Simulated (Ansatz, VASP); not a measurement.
# La3LuO2 in VASP and in Ansatz

```xyz
6
Lattice="4.4185 0.0000 0.0000 0.0000 4.4185 0.0000 0.0000 0.0000 9.2182" Properties=species:S:1:pos:R:3 pbc="T T T"
La    2.2092    0.0000    8.5929
La    0.0000    2.2092    8.5929
La    0.0000    0.0000    3.2065
Lu    2.2092    2.2092    5.3082
O     2.2092    2.2092    3.3485
O     0.0000    0.0000    7.8239
```

Change from the starting cell: species swapped into the Zr2P3S type (P4mm, No. 99).

Alike in both runs: functional PBE; k mesh 8 × 8 × 4; occupations gaussian, width 0.1 eV; no spin polarisation.

Ansatz relaxed the structure, and its values are those at the end. VASP's run is a single point on that final structure, the one shown.

```csv
,VASP,Ansatz
version,VASP 6.6.1,Ansatz 0.2.0
potentials or method,"VASP PAW PBE potentials, release 64 (La, Lu, O), cutoff 520 eV","scalar-relativistic, plane waves, PAW"
valence electrons in the cell,70,70
```

|  | VASP | Ansatz | Ansatz less VASP |
| --- | --- | --- | --- |
| gap on the k mesh at the Fermi level (eV) | none | none | - |
| pressure (GPa) | 0.0 | 0.0 | -0.04 |
| rms of the force components (eV/Å) | 0.066 | 0.002 | -0.0642 |

A gap of «none» marks a metal or a gap that the smearing closes.

Neither program's run includes spin-orbit coupling.
